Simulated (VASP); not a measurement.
A run of VASP 6.6.1 is set up as follows.

The input INCAR:

```
  PREC = Accurate
  ENCUT = 520
  EDIFF = 1E-7
  ISMEAR = 0
  SIGMA = 0.1
  LREAL = F
  LASPH = T
  NELM = 60
  ALGO = Normal
  ISIF = 2
  LWAVE = F
  LCHARG = T
  GGA = PE
  LELF = T
  LVHAR = T
  NBANDS = 34
```

File KPOINTS:

```
Automatic mesh
0
Gamma
  6 6 8
```

File POSCAR:

```
ScBiTe3S
1.0
    5.9252327099      0.0000000000      0.0000000000
    0.0000000000      5.9252327099      0.0000000000
    0.0000000000      0.0000000000      5.5805434477
Sc Bi Te S
1 1 3 1
Direct
    0.0000000000      0.0000000000      0.0000000000
    0.0000000000      0.0000000000      0.5000000000
    0.0000000000      0.5000000000      0.0000000000
    0.5000000000      0.0000000000      0.0000000000
    0.5000000000      0.5000000000      0.0000000000
    0.5000000000      0.5000000000      0.5000000000
```

Potentials or basis: VASP PAW PBE potentials, release 64 (Sc_sv, Bi_d, Te, S).

Run with:

```console
$ cat potpaw_PBE.64/Sc_sv/POTCAR potpaw_PBE.64/Bi_d/POTCAR potpaw_PBE.64/Te/POTCAR potpaw_PBE.64/S/POTCAR > POTCAR
$ mpirun -np 1 vasp_std > vasp.out
```

Question: Predict the band gap on the k mesh.

Answer: Zero (bands 25 and 26 overlap by 1.71 eV).

Question: Predict the pressure.

Answer: 0.0 GPa.

Caveat: spin-orbit coupling is left out, which moves the levels of the heavy elements.
